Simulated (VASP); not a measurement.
The system is SiO2.

```
CELL_PARAMETERS angstrom
4.17730 0.00000 0.00000
0.00000 4.17730 0.00000
0.00000 0.00000 2.66550
ATOMIC_POSITIONS crystal
Si 0.00000 0.00000 0.00000
Si 0.50000 0.50000 0.50000
O 0.30610 0.30610 0.00000
O 0.69390 0.69390 0.00000
O 0.19390 0.80610 0.50000
O 0.80610 0.19390 0.50000
```

- Program: VASP 6.6.1
- Task: relaxation of cell and atoms
- Functional: PBE
- Potentials or basis: VASP PAW PBE potentials, release 64 (Si, O)
- Cutoff: 600 eV
- k mesh: 6 × 6 × 9
- Occupations: gaussian, width 0.01 eV
- Spin: no spin polarisation

At the start: pressure 11.0 GPa; volume 7.75 Å³/atom.

**Question.** Where does the relaxation end?

**Answer.** Over 11 steps the energy falls by 9.2 meV/atom and the volume is 8.04 Å³/atom (+3.7 %); space group P4_2/mnm (No. 136, to 0.1 Å) before and after.

Step by step:
```tsv
step	energy change (eV)	largest force (eV/Å)	pressure (GPa)	volume (Å³)
1	0.0000	0.1382	11.04	46.51
2	0.0371	0.4900	-12.11	50.20
3	-0.0524	0.1594	0.12	48.06
4	-0.0524	0.1539	0.31	48.03
5	-0.0547	0.0155	0.13	48.16
6	-0.0547	0.0181	0.14	48.17
7	-0.0551	0.0040	-0.11	48.23
8	-0.0551	0.0037	-0.11	48.23
9	-0.0551	0.0031	-0.10	48.23
10	-0.0551	0.0038	0.09	48.20
11	-0.0551	0.0002	0.01	48.21
```

Final structure:
```xyz
6
Lattice="4.2312 0.0000 0.0000 0.0000 4.2312 0.0000 0.0000 0.0000 2.6928" Properties=species:S:1:pos:R:3 pbc="T T T"
Si    0.0000    0.0000    0.0000
Si    2.1156    2.1156    1.3464
O     1.2980    1.2980    0.0000
O     2.9333    2.9333    0.0000
O     0.8177    3.4136    1.3464
O     3.4136    0.8177    1.3464
```
